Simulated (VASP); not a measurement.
Nb, 1 atom in the cell. It takes space group I4/mmm (No. 139, tetragonal). The conventional cell has a = 3.245 Å, b = 3.245 Å, c = 3.411 Å, α = 90.00°, β = 90.00°, γ = 90.00°. Within 3.8 Å of Nb (site symmetry 4/mmm) lie 14 Nb at 2.86 to 3.41 Å.  This cell differs from its parent crystal: strain -0.025 along x and y, +0.025 along z.

* Program: VASP 6.6.1
* Task: single point
* Functional: PBE
* Potentials or basis: VASP PAW PBE potentials, release 64 (Nb_sv)
* Cutoff: 520 eV
* k mesh: 20 × 20 × 20
* Occupations: gaussian, width 0.15 eV
* Spin: no spin polarisation
* Dipole correction: no
* Further INCAR settings: ALGO = Fast; EDIFF = 1e-07; NBANDS = 12

Potentials or basis: VASP PAW PBE potentials, release 64 (Nb_sv).

Launch:

```bash
$ cat potpaw_PBE.64/Nb_sv/POTCAR > POTCAR
$ mpirun -np 1 vasp_std > vasp.out
```

Hardware: 1 thread of Intel(R) Xeon(R) Platinum 8488C (Sapphire Rapids), with other jobs on the host.

Problem. How long does it take, and how much memory?

Solution. Run time: 3.4 min on 1 thread of Intel(R) Xeon(R) Platinum 8488C (Sapphire Rapids), on a shared host, peak memory 0.25 GiB. Counts: scf iterations 26, k points 641.
